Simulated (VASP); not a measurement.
# BN (P6_3mc) in VASP: a series of runs, part 2 of 2

VASP 6.6.1.

## (4) Single point, PBE (volume scaled by 1.10, then relaxed in part)

INCAR

```
ALGO     = Normal         # electronic algorithm
EDIFF    = 1E-6           # SCF threshold, eV
ENCUT    = 520            # plane-wave cutoff, eV
GGA      = PE             # functional
ISIF     = 2              # what is computed and relaxed
ISMEAR   = 0              # smearing method
LASPH    = True           # aspherical terms in the spheres
LCHARG   = False          # write CHGCAR
LREAL    = False          # projectors in reciprocal space
LWAVE    = False          # write WAVECAR
NBANDS   = 16             # bands
NELM     = 60             # most SCF steps
PREC     = Accurate       # precision mode
SIGMA    = 0.02           # smearing width, eV
```

KPOINTS

```
k-points
0
Gamma
  12 12 6
```

POSCAR

```
BN
1.0
    2.6371225796      0.0000000000      0.0000000000
   -1.3185612898      2.2838151469      0.0000000000
    0.0000000000      0.0000000000      4.3604521699
B N
2 2
Direct
    0.3333333333      0.6666666667      0.3122851113
    0.6666666667      0.3333333333      0.8122851113
    0.6666666667      0.3333333333      0.1877148887
    0.3333333333      0.6666666667      0.6877148887
```

Potentials or basis: VASP PAW PBE potentials, release 64 (B, N).

The run is started by

```
cat potpaw_PBE.64/B/POTCAR potpaw_PBE.64/N/POTCAR > POTCAR
mpirun -np 1 vasp_std > vasp.out
```

OUTCAR:

```text
EDIFF = 1E-6
   ENCUT = 520
   GGA = PE
   ISIF = 2
   ISMEAR = 0
   LASPH = True
   LREAL = False
   NELM = 60
   PREC = Accurate

 ion  position               nearest neighbor table
   1  0.333  0.667  0.312-   3 1.62   3 1.62   3 1.62   4 1.64
   2  0.667  0.333  0.812-   4 1.62   4 1.62   4 1.62   3 1.64
   3  0.667  0.333  0.188-   1 1.62   1 1.62   1 1.62   2 1.64
   4  0.333  0.667  0.688-   2 1.62   2 1.62   2 1.62   1 1.64

  LATTYP: Found a hexagonal cell.
 ALAT       =     2.6371225796
 C/A-ratio  =     1.6534886181

  Lattice vectors:

 A1 = (   2.6371225796,   0.0000000000,   0.0000000000)
 A2 = (  -1.3185612898,   2.2838151469,   0.0000000000)
 A3 = (   0.0000000000,   0.0000000000,   4.3604521699)

Analysis of symmetry for initial positions (statically):
=====================================================================
 Subroutine PRICEL returns:
 Original cell was already a primitive cell.

 Routine SETGRP: Setting up the symmetry group for a
 hexagonal supercell.

 Subroutine GETGRP returns: Found 12 space group operations
 (whereof  6 operations were pure point group operations)
 out of a pool of 24 trial point group operations.

The static configuration has the point symmetry C_3v.
 The point group associated with its full space group is C_6v.

Analysis of symmetry for dynamics (positions and initial velocities):
=====================================================================
 Subroutine PRICEL returns:
 Original cell was already a primitive cell.

 Routine SETGRP: Setting up the symmetry group for a
 hexagonal supercell.

 Subroutine GETGRP returns: Found 12 space group operations
 (whereof  6 operations were pure point group operations)
[... 119 lines left out ...]
   NUPDOWN=      -1.0000    fix difference up-down
   EMIN   =  10.00;   EMAX   =-10.00  energy-range for DOS
   EFERMI =   0.00;   METHOD = LEGACY
   ISMEAR =     0;   SIGMA  =   0.02  broadening in eV -4-tet -1-fermi 0-gaus
   EFERMI_NEDOS =   21; number of points for ismear=-14 and -15
   IALGO  =     38    algorithm
   IMIX   =      4    mixing-type and parameters
     AMIX     =   0.40;   BMIX     =  1.00
     AMIX_MAG =   1.60;   BMIX_MAG =  1.00
  volume/ion in A,a.u.               =       6.57        44.31
  Fermi-wavevector in a.u.,A,eV,Ry     =   1.387844  2.622644 26.206320  1.926110
  Thomas-Fermi vector in A             =   2.512026
   LORBIT       =      0    0 simple, 1 ext, 2 COOP (PROOUT), +10 PAW based schemes
   GGA     = PE    functional components
   LHFCALC =     F    Hartree Fock is set to
   AEXX    =    0.0000 exact exchange contribution
   IVDW    =     0    specifies the selected vdW correction
   LEPSILON=     F    determine dielectric tensor
   LRPA    =     F    only Hartree local field effects (RPA)
 non-spin polarized calculation
 Gauss-broadening in eV      SIGMA  =   0.02
  energy-cutoff  :      520.00
  volume of cell :       26.26
 maximum number of plane-waves:       738
 NGX is ok and might be reduce to    20
   NGX =  9   NGY =  9   NGZ = 17

 number of electron      15.9999999 magnetization

 Free energy of the ion-electron system (eV)
  ---------------------------------------------------
  ext. energy  EPLUGINS =         0.00000000
  ---------------------------------------------------
  free energy    TOTEN  =       -34.60002699 eV

  energy without entropy =      -34.60002699  energy(sigma->0) =      -34.60002699

 E-fermi :   6.3941     XC(G=0): -12.2981

 val. band max:        6.2738571540   @ k =   0.0000   0.0000   0.0000
 cond. band min:      11.6553857034   @ k =   0.3333   0.3333   0.0000
 fundamental gap:      5.3815285494
 Fermi energy:         6.3941221415

 k-point     1 :       0.0000    0.0000    0.0000
  band No.  band energies     occupation
      1     -12.9418      2.00000
      2      -9.2650      2.00000
      3      -3.6529      2.00000
      4       4.3731      2.00000
      5       4.3731      2.00000
      6       6.0933      2.00000
[... 433 lines left out ...]
      3      -1.8021      2.00000
      4      -0.4303      2.00000
      5       0.7097      2.00000
      6       2.4285      2.00000
[... 8 lines left out ...]
     15      21.0198      0.00000
     16      21.0657      0.00000

 [... further k-points ...]
[... 5 lines left out ...]
  --------------------------------------------------------------------------------------
  -------------------------------------------------------------------------------------
  Total       -4.8610490     -4.8610490     -4.8585149      0.0000000      0.0000000      0.0000000
  in kB     -296.5635618   -296.5635618   -296.4089609      0.0000000      0.0000000      0.0000000
  external PRESSURE =    -296.5120282 kB  Pullay stress =       0.0000000 kB

 VOLUME and BASIS-vectors are now :
 -----------------------------------------------------------------------------
  energy-cutoff  :      520.00
  volume of cell :       26.26
      direct lattice vectors                 reciprocal lattice vectors
     2.637122580  0.000000000  0.000000000     0.379201182  0.218931905  0.000000000
    -1.318561290  2.283815147  0.000000000     0.000000000  0.437863809  0.000000000
     0.000000000  0.000000000  4.360452170     0.000000000  0.000000000  0.229334014

 POSITION                                       TOTAL-FORCE (eV/Angst)
 -----------------------------------------------------------------------------------
     -0.00000      1.52254      1.36170         0.000000      0.000000     -0.000037
      1.31856      0.76127      3.54193         0.000000     -0.000000     -0.000037
      1.31856      0.76127      0.81852         0.000000     -0.000000      0.000037
     -0.00000      1.52254      2.99875        -0.000000      0.000000      0.000037
 -----------------------------------------------------------------------------------
    total drift:                                0.000000      0.000000     -0.000051

  FREE ENERGIE OF THE ION-ELECTRON SYSTEM (eV)
  ---------------------------------------------------
  free  energy   TOTEN  =       -34.6000269855 eV

  energy  without entropy=      -34.6000269855  energy(sigma->0) =      -34.60002699
```

Wall time 30 s (1 thread of Intel Xeon Platinum 8488C (Sapphire Rapids), shared host); peak memory 0.15 GiB.

Results:

| Property | Result |
| --- | --- |
| Free energy | -34.6000 eV |
| Pressure | -29.7 GPa |
| Band gap on the k mesh | 5.38 eV, indirect (least direct gap 7.76 eV) |

Caveat: the cell differs from its parent crystal (volume scaled by 1.10, then relaxed in part). A k mesh can miss the band edges.

## (5) Single point, r2SCAN

This run uses another cell than the first one, of 5.97 Å³/atom, 1.099 times its volume.

POSCAR

```
BN
1.0
    2.5545348137      0.0000000000      0.0000000000
   -1.2772674068      2.2122920435      0.0000000000
    0.0000000000      0.0000000000      4.2245049667
B N
2 2
Direct
    0.3333333333      0.6666666667      0.3126939999
    0.6666666667      0.3333333333      0.8126939999
    0.6666666667      0.3333333333      0.1873060001
    0.3333333333      0.6666666667      0.6873060001
```

INCAR.step1

```
SYSTEM = BN
PREC = Accurate
ENCUT = 520
ISMEAR = 0
SIGMA = 0.02
LREAL = .False.
LASPH = .True.
NELM = 60
NBANDS = 16
GGA = PE
ALGO = Normal
EDIFF = 1E-4
LWAVE = .True.
LCHARG = .False.
```

INCAR.step2

```
SYSTEM = BN
PREC = Accurate
ENCUT = 520
EDIFF = 1E-6
ISMEAR = 0
SIGMA = 0.02
LREAL = .False.
LASPH = .True.
NELM = 60
ALGO = Normal
ISIF = 2
LWAVE = .False.
LCHARG = .False.
METAGGA = R2SCAN
LMIXTAU = .True.
NBANDS = 16
ISTART = 1
```

KPOINTS

```
Automatic mesh
0
Gamma
  12 12 6
  0 0 0
```

Potentials or basis: VASP PAW PBE potentials, release 64 (B, N).

The run is started by

```
cat potpaw_PBE.64/B/POTCAR potpaw_PBE.64/N/POTCAR > POTCAR
cp INCAR.step1 INCAR
mpirun -np 1 vasp_std > vasp.out
cp INCAR.step2 INCAR
mpirun -np 1 vasp_std > vasp.out
```

OUTCAR:

```text
SYSTEM = BN
   PREC = Accurate
   ENCUT = 520
   EDIFF = 1E-6
   ISMEAR = 0
   LREAL = .False.
   LASPH = .True.
   NELM = 60
   ISIF = 2
   METAGGA = R2SCAN
   ISTART = 1

 ion  position               nearest neighbor table
   1  0.333  0.667  0.313-   3 1.57   3 1.57   3 1.57   4 1.58
   2  0.667  0.333  0.813-   4 1.57   4 1.57   4 1.57   3 1.58
   3  0.667  0.333  0.187-   1 1.57   1 1.57   1 1.57   2 1.58
   4  0.333  0.667  0.687-   2 1.57   2 1.57   2 1.57   1 1.58

  LATTYP: Found a hexagonal cell.
 ALAT       =     2.5545348137
 C/A-ratio  =     1.6537276940

  Lattice vectors:

 A1 = (   2.5545348137,   0.0000000000,   0.0000000000)
 A2 = (  -1.2772674068,   2.2122920435,   0.0000000000)
 A3 = (   0.0000000000,   0.0000000000,   4.2245049667)

Analysis of symmetry for initial positions (statically):
=====================================================================
 Subroutine PRICEL returns:
 Original cell was already a primitive cell.

 Routine SETGRP: Setting up the symmetry group for a
 hexagonal supercell.

[... 169 lines left out ...]
  free energy    TOTEN  =       -38.26458594 eV

  energy without entropy =      -38.26458594  energy(sigma->0) =      -38.26458594

 E-fermi :   7.4357     XC(G=0): -13.5805

 val. band max:        7.2732374787   @ k =   0.0000   0.0000   0.0000
 cond. band min:      13.0098714497   @ k =   0.3333   0.3333   0.0000
 fundamental gap:      5.7366339710
 Fermi energy:         7.4356673339

 k-point     1 :       0.0000    0.0000    0.0000
  band No.  band energies     occupation
      1     -14.0741      2.00000
      2      -9.8903      2.00000
      3      -3.9380      2.00000
      4       5.0891      2.00000
      5       5.0891      2.00000
      6       7.0084      2.00000
[... 433 lines left out ...]
      3      -1.8202      2.00000
      4      -0.3125      2.00000
      5       1.0596      2.00000
      6       2.8547      2.00000
[... 8 lines left out ...]
     15      24.3371      0.00000
     16      24.5828      0.00000

 [... further k-points ...]
[... 5 lines left out ...]
  --------------------------------------------------------------------------------------
  -------------------------------------------------------------------------------------
  Total       -0.5466647     -0.5466647     -0.5298825     -0.0000000      0.0000000     -0.0000000
  in kB      -36.6860998    -36.6860998    -35.5598619     -0.0000000      0.0000000     -0.0000000
  external PRESSURE =     -36.3106872 kB  Pullay stress =       0.0000000 kB

 VOLUME and BASIS-vectors are now :
 -----------------------------------------------------------------------------
  energy-cutoff  :      520.00
  volume of cell :       23.87
      direct lattice vectors                 reciprocal lattice vectors
     2.554534814  0.000000000  0.000000000     0.391460705  0.226009944  0.000000000
    -1.277267407  2.212292044  0.000000000     0.000000000  0.452019887  0.000000000
     0.000000000  0.000000000  4.224504967     0.000000000  0.000000000  0.236714126

 POSITION                                       TOTAL-FORCE (eV/Angst)
 -----------------------------------------------------------------------------------
     -0.00000      1.47486      1.32098         0.000000     -0.000000     -0.005024
      1.27727      0.73743      3.43323        -0.000000      0.000000     -0.005024
      1.27727      0.73743      0.79128         0.000000      0.000000      0.005024
     -0.00000      1.47486      2.90353        -0.000000     -0.000000      0.005024
 -----------------------------------------------------------------------------------
    total drift:                               -0.000000     -0.000000     -0.002268

  FREE ENERGIE OF THE ION-ELECTRON SYSTEM (eV)
  ---------------------------------------------------
  free  energy   TOTEN  =       -38.2645859437 eV

  energy  without entropy=      -38.2645859437  energy(sigma->0) =      -38.26458594
```

OUTCAR.step1:

```text
SYSTEM = BN
   PREC = Accurate
   ENCUT = 520
   ISMEAR = 0
   LREAL = .False.
   LASPH = .True.
   NELM = 60
[... 687 lines left out ...]
      1.27727      0.73743      3.43323         0.000000     -0.000000      0.001079
      1.27727      0.73743      0.79128         0.000000     -0.000000     -0.001079
     -0.00000      1.47486      2.90353        -0.000000      0.000000     -0.001079
 -----------------------------------------------------------------------------------
    total drift:                               -0.000000     -0.000000     -0.000368

  FREE ENERGIE OF THE ION-ELECTRON SYSTEM (eV)
  ---------------------------------------------------
  free  energy   TOTEN  =       -34.8327299430 eV

  energy  without entropy=      -34.8327299430  energy(sigma->0) =      -34.83272994
```

OSZICAR.step1:

```text
N       E                     dE             d eps       ncg     rms          rms(c)
DAV:   1     0.383658006797E+02    0.38366E+02   -0.83331E+03  2440   0.973E+02
DAV:   2    -0.344064337300E+02   -0.72772E+02   -0.67786E+02  3440   0.227E+02
DAV:   3    -0.367390509189E+02   -0.23326E+01   -0.23263E+01  2848   0.374E+01
DAV:   4    -0.367448040506E+02   -0.57531E-02   -0.57528E-02  2856   0.213E+00
DAV:   5    -0.367448199636E+02   -0.15913E-04   -0.15913E-04  2688   0.103E-01    0.941E+00
DAV:   6    -0.349910184481E+02    0.17538E+01   -0.22230E+00  3064   0.136E+01    0.446E+00
DAV:   7    -0.348605900604E+02    0.13043E+00   -0.31402E-01  3096   0.451E+00    0.273E+00
DAV:   8    -0.348336720118E+02    0.26918E-01   -0.52987E-02  2816   0.186E+00    0.257E-01
DAV:   9    -0.348324462588E+02    0.12258E-02   -0.18928E-03  2808   0.519E-01    0.132E-01
DAV:  10    -0.348327230822E+02   -0.27682E-03   -0.49072E-04  2856   0.173E-01    0.254E-02
DAV:  11    -0.348327299430E+02   -0.68608E-05   -0.28957E-05  1376   0.551E-02
   1 F= -.34832730E+02 E0= -.34832730E+02  d E =-.147075E-14
```

It took 75 s on 1 thread of Intel Xeon Platinum 8488C (Sapphire Rapids), shared host; peak memory 0.15 GiB.

What came out:

```yaml
Free_energy: -38.2646 eV
Pressure: -3.6 GPa
Largest_force: 0.005 eV/Å
Band_gap_on_the_k_mesh: 5.74 eV, indirect (least direct gap 8.92 eV)
```

Forces on the atoms (eV/Å):
```
B    0.000  0.000 -0.005
B    0.000  0.000 -0.005
N    0.000  0.000  0.005
N    0.000  0.000  0.005
```

Stress tensor (GPa, compression positive):
```
-3.67  0.00  0.00
 0.00 -3.67  0.00
 0.00  0.00 -3.56
```

Levels at points of the mesh, in eV from the valence-band top:
| k point | band 5 | band 6 | band 7 | band 8 | band 9 | band 10 | band 11 | band 12 |
| --- | --- | --- | --- | --- | --- | --- | --- | --- |
| (0.00, 0.00, 0.00) | -2.18 | -0.26 | 0.00 | 0.00 | 9.02 | 9.02 | 9.24 | 10.06 |
| (0.50, 0.00, 0.00) | -7.13 | -5.13 | -4.47 | -2.17 | 7.25 | 8.56 | 11.31 | 12.10 |
| (0.00, 0.00, 0.50) | -1.21 | -1.21 | -1.21 | -1.21 | 10.12 | 10.12 | 10.62 | 10.62 |
| (0.50, 0.00, 0.50) | -3.87 | -3.87 | -3.68 | -3.68 | 7.15 | 7.15 | 10.63 | 10.63 |

Caveat: the PAW data sets were made with another functional, which shifts forces and pressure a little.

## (6) Single point, r2SCAN

This run uses another cell than the first one, of 5.97 Å³/atom, 1.099 times its volume.

POSCAR is that of step 5.

INCAR.step1

```
PREC = Accurate ; ENCUT = 520
ISMEAR = 0 ; SIGMA = 0.02
LREAL = F ; LASPH = T
NELM = 60 ; NBANDS = 16
GGA = PE ; ALGO = Normal
EDIFF = 1E-4 ; LWAVE = T
LCHARG = F
```

INCAR.step2

```
PREC = Accurate ; ENCUT = 520
EDIFF = 1E-7 ; ISMEAR = 0
SIGMA = 0.02 ; LREAL = F
LASPH = T ; NELM = 60
ALGO = Normal ; ISIF = 2
LWAVE = F ; LCHARG = F
METAGGA = R2SCAN ; LMIXTAU = T
NBANDS = 16 ; ISTART = 1
```

KPOINTS

```
regular mesh
0
Gamma
  12 12 6
```

Potentials or basis: VASP PAW PBE potentials, release 64 (B, N).

The run is started by

```
cat potpaw_PBE.64/B/POTCAR potpaw_PBE.64/N/POTCAR > POTCAR
cp INCAR.step1 INCAR
mpirun -np 1 vasp_std > vasp.out
cp INCAR.step2 INCAR
mpirun -np 1 vasp_std > vasp.out
```

Wall time 98 s (1 thread of Intel Xeon Platinum 8488C (Sapphire Rapids), shared host); peak memory 0.15 GiB.

The run converged. Its results:

| Property | Result |
| --- | --- |
| Free energy | -38.2646 eV |
| Pressure | -3.6 GPa |
| Largest force | 0.005 eV/Å |
| Band gap on the k mesh | 5.74 eV, indirect (least direct gap 8.92 eV) |

Forces on the atoms (eV/Å):
```
B    0.000  0.000 -0.005
B    0.000  0.000 -0.005
N    0.000  0.000  0.005
N    0.000  0.000  0.005
```

Stress tensor (GPa, compression positive):
```
-3.67  0.00  0.00
 0.00 -3.67  0.00
 0.00  0.00 -3.55
```

Levels at points of the mesh, in eV from the valence-band top:
```tsv
k point	band 6	band 7	band 8	band 9	band 10	band 11
(0.00, 0.00, 0.00)	-0.26	0.00	0.00	9.02	9.02	9.24
(0.50, 0.00, 0.00)	-5.13	-4.47	-2.17	7.25	8.56	11.31
(0.00, 0.00, 0.50)	-1.21	-1.21	-1.21	10.12	10.12	10.62
(0.50, 0.00, 0.50)	-3.87	-3.68	-3.68	7.15	7.15	10.63
```

Caveat: the PAW data sets were made with another functional, which shifts forces and pressure a little. r2SCAN opens gaps a little over a GGA but as a rule still falls short of measured ones.

## (7) Overview

```csv
level,cell,gap on the mesh (eV),pressure (GPa)
PBE,"a = 2.475, b = 2.475, c = 4.096 Å, angles 90.0, 90.0, 120.0°, 4 atoms",4.99,42.2
PBE,"a = 2.529, b = 2.529, c = 4.182 Å, angles 90.0, 90.0, 120.0°, 4 atoms",5.15,12.3
PBE,"a = 2.637, b = 2.637, c = 4.360 Å, angles 90.0, 90.0, 120.0°, 4 atoms",5.38,-29.7
r2SCAN,"a = 2.555, b = 2.555, c = 4.225 Å, angles 90.0, 90.0, 120.0°, 4 atoms",5.74,-3.6
```

Alike in all rows: task single point; potentials or basis VASP PAW PBE potentials, release 64 (B, N); no spin polarisation; k mesh 12 × 12 × 6; cutoff (eV) 520; smearing gaussian 0.02 eV.

Caveats: the PAW data sets were made with another functional, which shifts forces and pressure a little (some runs).

Absolute energies hang on the potentials; compare differences alone.
